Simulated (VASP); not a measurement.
# In3O2 (P-6m2) in VASP: relaxation of cell and atoms with PBE

Aim: the relaxation of cell and atoms of In3O2 with PBE.

All numbers are computed with VASP 6.6.1; they aren't measurements. Logs are shortened: lines on timing, memory, paths and dates and some standing lists are left out, and cuts for length are marked.

### Step 1. The cell of the first run

The structure is hexagonal, space group P-6m2 (No. 187). Conventional cell: a = 3.588 Å, b = 3.588 Å, c = 10.024 Å, α = 90.00°, β = 90.00°, γ = 120.00°. Within 3.4 Å of In (site symmetry 3m) lie 3 O at 2.57 Å and 1 In at 3.06 Å. Within 2.7 Å of In (site symmetry -6m2) lie 3 O at 2.07 Å. O (site symmetry -6m2) has 6 In at 2.57 Å within 3.4 Å. Within 2.7 Å of O (site symmetry -6m2) lie 3 In at 2.07 Å.

The cell was generated, and may not be a known phase.

### Step 2. Relaxation of cell and atoms, PBE

The input, INCAR:

```
PREC = Accurate ; ENCUT = 600
EDIFF = 1E-6 ; ISMEAR = 0
SIGMA = 0.1 ; LREAL = False
LASPH = True ; NELM = 60
ALGO = Fast ; ISIF = 3
LWAVE = False ; LCHARG = False
GGA = PE ; IBRION = 2
NSW = 100 ; EDIFFG = -0.01
```

The input, KPOINTS:

```
Automatic mesh
0
Gamma
  12 12 4
```

The input, POSCAR:

```
In3O2
1.0
    3.5881354844      0.0000000000      0.0000000000
   -1.7940677422      3.1074164817      0.0000000000
    0.0000000000      0.0000000000     10.0243032599
In O
3 2
Direct
    0.0000000000      0.0000000000      0.6525307544
    0.0000000000      0.0000000000      0.3474692456
    0.6666666667      0.3333333333      0.0000000000
    0.6666666667      0.3333333333      0.5000000000
    0.3333333333      0.6666666667      0.0000000000
```

Potentials or basis: VASP PAW PBE potentials, release 64 (In_d, O).

On the command line:

```sh
> cat potpaw_PBE.64/In_d/POTCAR potpaw_PBE.64/O/POTCAR > POTCAR
> mpirun -np 1 vasp_std > vasp.out
```

OUTCAR:

```text
PREC = Accurate
   ENCUT = 600
   EDIFF = 1E-6
   ISMEAR = 0
   LREAL = False
   LASPH = True
   NELM = 60
   ISIF = 3
   GGA = PE
   IBRION = 2
   NSW = 100
   EDIFFG = -0.01

 ion  position               nearest neighbor table
   1  0.000  0.000  0.653-   4 2.57   4 2.57   4 2.57   2 3.06
   2  0.000  0.000  0.347-   4 2.57   4 2.57   4 2.57   1 3.06
   3  0.667  0.333  0.000-   5 2.07   5 2.07   5 2.07
   4  0.667  0.333  0.500-   1 2.57   2 2.57   1 2.57   2 2.57   1 2.57   2 2.57
   5  0.333  0.667  0.000-   3 2.07   3 2.07   3 2.07

  LATTYP: Found a hexagonal cell.
 ALAT       =     3.5881354844
 C/A-ratio  =     2.7937359956

  Lattice vectors:

 A1 = (   3.5881354844,   0.0000000000,   0.0000000000)
 A2 = (  -1.7940677422,   3.1074164817,   0.0000000000)
 A3 = (   0.0000000000,   0.0000000000,  10.0243032599)

Analysis of symmetry for initial positions (statically):
=====================================================================
 Subroutine PRICEL returns:
 Original cell was already a primitive cell.

 Routine SETGRP: Setting up the symmetry group for a
 hexagonal supercell.

 Subroutine GETGRP returns: Found 12 space group operations
 (whereof 12 operations were pure point group operations)
 out of a pool of 24 trial point group operations.

The static configuration has the point symmetry D_3h.

Analysis of symmetry for dynamics (positions and initial velocities):
=====================================================================
 Subroutine PRICEL returns:
 Original cell was already a primitive cell.

 Routine SETGRP: Setting up the symmetry group for a
 hexagonal supercell.

 Subroutine GETGRP returns: Found 12 space group operations
 (whereof 12 operations were pure point group operations)
 out of a pool of 24 trial point group operations.

The dynamic configuration has the point symmetry D_3h.

 Subroutine INISYM returns: Found 12 space group operations
 (whereof 12 operations are pure point group operations),
 and found     1 'primitive' translations

----------------------------------------------------------------------------------------

[... 116 lines left out ...]
   IMIX   =      4    mixing-type and parameters
     AMIX     =   0.40;   BMIX     =  1.00
     AMIX_MAG =   1.60;   BMIX_MAG =  1.00
  volume/ion in A,a.u.               =      22.35       150.85
  Fermi-wavevector in a.u.,A,eV,Ry     =   1.260349  2.381714 21.612567  1.588479
  Thomas-Fermi vector in A             =   2.393863
   LORBIT       =      0    0 simple, 1 ext, 2 COOP (PROOUT), +10 PAW based schemes
   GGA     = PE    functional components
   LHFCALC =     F    Hartree Fock is set to
   AEXX    =    0.0000 exact exchange contribution
   IVDW    =     0    specifies the selected vdW correction
   LEPSILON=     F    determine dielectric tensor
   LRPA    =     F    only Hartree local field effects (RPA)
 conjugate gradient relaxation of ions
 non-spin polarized calculation
 RMM-DIIS sequential band-by-band and
 Gauss-broadening in eV      SIGMA  =   0.10
  energy-cutoff  :      600.00
  volume of cell :      111.77
 maximum number of plane-waves:      3756
 NGX is ok and might be reduce to    30
   NGX = 15   NGY = 15   NGZ = 41

--------------------------------------- Ionic step        1  -------------------------------------------

 number of electron      50.9999986 magnetization

 Free energy of the ion-electron system (eV)
  ---------------------------------------------------
  ext. energy  EPLUGINS =         0.00000000
  ---------------------------------------------------
  free energy    TOTEN  =       -20.80726399 eV

  energy without entropy =      -20.79896863  energy(sigma->0) =      -20.80311631

------------------------ aborting loop because EDIFF is reached ----------------------------------------

  FORCE on cell =-STRESS in cart. coord.  units (eV):
  Direction    XX          YY          ZZ          XY          YZ          ZX
  --------------------------------------------------------------------------------------
  -------------------------------------------------------------------------------------
  Total        0.0729158      0.0729158     -0.0789509     -0.0000000      0.0000000      0.0000000
  in kB        1.0452256      1.0452256     -1.1317358     -0.0000000      0.0000000      0.0000000
  external PRESSURE =       0.3195718 kB  Pullay stress =       0.0000000 kB
[... 98 lines left out ...]
  FREE ENERGIE OF THE ION-ELECTRON SYSTEM (eV)
  ---------------------------------------------------
  free  energy   TOTEN  =       -20.8075451019 eV

  energy  without entropy=      -20.7991827114  energy(sigma->0) =      -20.80336391

[... ionic steps 4 to 8 ...]

--------------------------------------- Ionic step        9  -------------------------------------------

 number of electron      50.9999988 magnetization

------------------------ aborting loop because EDIFF is reached ----------------------------------------
[... 73 lines left out ...]
--------------------------------------- Ionic step       11  -------------------------------------------

 number of electron      50.9999988 magnetization

 Free energy of the ion-electron system (eV)
  ---------------------------------------------------
  ext. energy  EPLUGINS =         0.00000000
  ---------------------------------------------------
  free energy    TOTEN  =       -20.80915977 eV

  energy without entropy =      -20.80070044  energy(sigma->0) =      -20.80493011

 E-fermi :   5.6520     XC(G=0):  -9.4800

 val. band max:        5.6124563132   @ k =   0.0833   0.0000   0.5000
 cond. band min:       5.6693247190   @ k =   0.4167   0.1667   0.2500
 fundamental gap:      0.0568684058
 Fermi energy:         5.6520014231

 k-point     1 :       0.0000    0.0000    0.0000
  band No.  band energies     occupation
      1     -14.5943      2.00000
      2     -12.3920      2.00000
      3      -9.8762      2.00000
      4      -9.8762      2.00000
      5      -9.5354      2.00000
      6      -9.5354      2.00000
[... 781 lines left out ...]
     29       8.1243      0.00000
     30       9.3964      0.00000

 [... further k-points ...]

------------------------ aborting loop because EDIFF is reached ----------------------------------------

  FORCE on cell =-STRESS in cart. coord.  units (eV):
  Direction    XX          YY          ZZ          XY          YZ          ZX
  --------------------------------------------------------------------------------------
  -------------------------------------------------------------------------------------
  Total        0.0198156      0.0198156      0.0142269      0.0000000      0.0000000      0.0000000
  in kB        0.2889253      0.2889253      0.2074377      0.0000000      0.0000000      0.0000000
  external PRESSURE =       0.2617627 kB  Pullay stress =       0.0000000 kB
[... 20 lines left out ...]
  FREE ENERGIE OF THE ION-ELECTRON SYSTEM (eV)
  ---------------------------------------------------
  free  energy   TOTEN  =       -20.8091597727 eV

  energy  without entropy=      -20.8007004395  energy(sigma->0) =      -20.80493011

 reached required accuracy - stopping structural energy minimisation
```

OSZICAR:

```text
N       E                     dE             d eps       ncg     rms          rms(c)
DAV:   1     0.579165717622E+03    0.57917E+03   -0.26964E+04  3420   0.239E+03
DAV:   2     0.733687368971E+02   -0.50580E+03   -0.49351E+03  3516   0.552E+02
[... 124 lines left out ...]
  10 F= -.20809156E+02 E0= -.20804928E+02  d E =-.244733E-03
       N       E                     dE             d eps       ncg     rms          rms(c)
DAV:   1    -0.208091864021E+02   -0.30510E-04   -0.31713E-03  5394   0.436E-01    0.525E-02
RMM:   2    -0.208091619174E+02    0.24485E-04   -0.92902E-05  3563   0.989E-02    0.231E-02
RMM:   3    -0.208091590690E+02    0.28484E-05   -0.16706E-05  3746   0.464E-02    0.912E-03
RMM:   4    -0.208091597727E+02   -0.70369E-06   -0.72952E-06  2853   0.216E-02
  11 F= -.20809160E+02 E0= -.20804930E+02  d E =-.248643E-03
```

CONTCAR:

```text
In3O2
   1.00000000000000
     3.5902104129481178   -0.0000000000000000    0.0000000000000000
    -1.7951052064740589    3.1092134225336894    0.0000000000000000
     0.0000000000000000   -0.0000000000000000    9.8437987289131481
  In              O
     3     2
Direct
     1.0000000000000000    0.0000000000000000    0.6552601455291558
     0.0000000000000000    1.0000000000000000    0.3447398544708443
     0.6666666667000030    0.3333333332999970    0.0000000000000000
     0.6666666667000030    0.3333333332999970    0.5000000000000000
     0.3333333332999970    0.6666666667000030    1.0000000000000000

  0.00000000E+00  0.00000000E+00  0.00000000E+00
  0.00000000E+00  0.00000000E+00  0.00000000E+00
  0.00000000E+00  0.00000000E+00  0.00000000E+00
  0.00000000E+00  0.00000000E+00  0.00000000E+00
  0.00000000E+00  0.00000000E+00  0.00000000E+00
```

Wall time 30 min (1 thread of Oxide Virtual Turin-like, shared host); peak memory 0.36 GiB.

Results:

* Free energy: -20.8092 eV
* Relaxed volume: 21.98 Å³/atom
* Relaxed cell: a = 3.590 Å, b = 3.590 Å, c = 9.844 Å, α = 90.00°, β = 90.00°, γ = 120.00°
* Space group after relaxing (to 0.1 Å): P-6m2 (No. 187)
* Energy gained by relaxing: 0.4 meV/atom
* Ionic steps: 11
* Pressure after relaxing: 0.0 GPa
* Largest force after relaxing: 0.004 eV/Å
* Band gap on the k mesh: zero (an odd number of electrons rules out a gap without spin polarisation)

Forces on the atoms (eV/Å):
```
In   0.000  0.000  0.004
In   0.000  0.000 -0.004
In   0.000  0.000  0.000
O    0.000  0.000  0.000
O    0.000  0.000  0.000
```

Step by step:
| step | energy change (eV) | largest force (eV/Å) | pressure (GPa) | volume (Å³) |
| --- | --- | --- | --- | --- |
| 1 | 0.0000 | 0.0332 | 0.03 | 111.77 |
| 2 | -0.0002 | 0.0214 | -0.07 | 111.84 |
| 3 | -0.0003 | 0.0126 | -0.15 | 111.91 |
| 4 | -0.0004 | 0.0139 | -0.13 | 111.81 |
| 5 | -0.0008 | 0.0208 | -0.14 | 111.50 |
| 6 | -0.0014 | 0.0314 | -0.10 | 110.90 |
| 7 | -0.0016 | 0.0472 | 0.09 | 109.68 |
| 8 | -0.0016 | 0.0409 | -0.01 | 110.17 |
| 9 | -0.0019 | 0.0014 | 0.11 | 109.86 |
| 10 | -0.0019 | 0.0144 | 0.01 | 109.91 |
| 11 | -0.0019 | 0.0040 | 0.03 | 109.88 |

Final structure:
```xyz
5
Lattice="3.5902 0.0000 0.0000 -1.7951 3.1092 0.0000 0.0000 0.0000 9.8438" Properties=species:S:1:pos:R:3 pbc="T T T"
In    3.5902    0.0000    6.4502
In   -1.7951    3.1092    3.3936
In    1.7951    1.0364    0.0000
O     1.7951    1.0364    4.9219
O     0.0000    2.0728    9.8438
```

Levels at points of the mesh, in eV from the Fermi level:
| k point | band 22 | band 23 | band 24 | band 25 | band 26 | band 27 | band 28 | band 29 | band 30 |
| --- | --- | --- | --- | --- | --- | --- | --- | --- | --- |
| (0.00, 0.00, 0.00) | -4.12 | -3.22 | -2.81 | -2.81 | -1.85 | 0.79 | 2.51 | 6.91 | 6.91 |
| (0.50, 0.00, 0.00) | -4.06 | -3.27 | -2.47 | -1.71 | -0.61 | 0.36 | 1.30 | 2.46 | 3.41 |
| (0.00, 0.00, 0.50) | -4.12 | -3.63 | -2.81 | -2.81 | -1.20 | -0.23 | 4.41 | 4.95 | 7.14 |
| (0.50, 0.00, 0.50) | -4.06 | -3.27 | -2.55 | -1.94 | -0.12 | 0.21 | 1.77 | 1.79 | 3.22 |

Caveat: spin-orbit coupling is left out, which moves the levels of the heavy elements.

The gap in the log of VASP goes by the Fermi energy; the results here count the filled bands.